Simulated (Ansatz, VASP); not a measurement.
**Ni in VASP and in Ansatz**

INCAR

```
PREC = Accurate
ENCUT = 520
EDIFF = 1E-6
ISMEAR = -1
SIGMA = 0.05
LREAL = F
LASPH = T
NELM = 150
ALGO = Normal
ISIF = 2
LWAVE = F
LCHARG = F
ISPIN = 2
MAGMOM = 1
LORBIT = 11
LMAXMIX = 4
GGA = CA
NBANDS = 15
```

Contents of KPOINTS:

```
Automatic mesh
0
Gamma
  17 17 17
```

Contents of POSCAR:

```
Ni
1.0
   -1.3906335750      1.3906335750      1.3837150000
    1.3906335750     -1.3906335750      1.3837150000
    1.3767964250      1.3767964250     -1.3837150000
Ni
1
Direct
    0.0000000000      0.0000000000      0.0000000000
```

Input for Ansatz:

```yaml
crystal:
  lattice:
    - [-1.390633575, 1.390633575, 1.383715]
    - [1.390633575, -1.390633575, 1.383715]
    - [1.376796425, 1.376796425, -1.383715]
  atoms:
    - { symbol: Ni, position: [0.0, 0.0, 0.0], spin: 1.0 }
basis:
  ecutwfc: 470.0
kpoints:
  mp_grid:
    grid: [17, 17, 17]
hamiltonian:
  xc: lda
  pseudopotentials:
    kind: paw
magnetization:
  spin_polarized: true
scf:
  convergence:
    dr2_threshold: 1.0e-09
  occupations:
    method: fermi_dirac
    width: 0.05
output:
  stress: true
```

Alike in both runs: task single point; functional LDA; k mesh 17 × 17 × 17; occupations fermi-dirac, width 0.05 eV; collinear spin.

```csv
,VASP,Ansatz
version,VASP 6.6.1,Ansatz 0.2.0
potentials or method,"VASP PAW LDA potentials, release 64 (Ni), cutoff 520 eV","plane waves, PAW"
valence electrons in the cell,10,18
```

|  | VASP | Ansatz | Ansatz less VASP |
| --- | --- | --- | --- |
| pressure (GPa) | -10.9 | -10.7 | +0.20 |
| traceless stress, the component that is largest in VASP (GPa) | 1.49 | 1.51 | +0.021 |
| net moment per atom (μB) | 0.41 | 0.47 | +0.064 |
| size of the moment on the site where the two differ most (μB) | 0.41 | 0.49 | +0.081 |

LDA's correlation is that of Perdew and Zunger in VASP and of Perdew and Wang (1992) in Ansatz. Site moments also hang on the region over which each program counts them. VASP's potentials hold 10 valence electrons a cell and Ansatz's 18, so a difference there can come from the potentials and not from the codes. Ansatz's warnings: stress scf threshold loose.
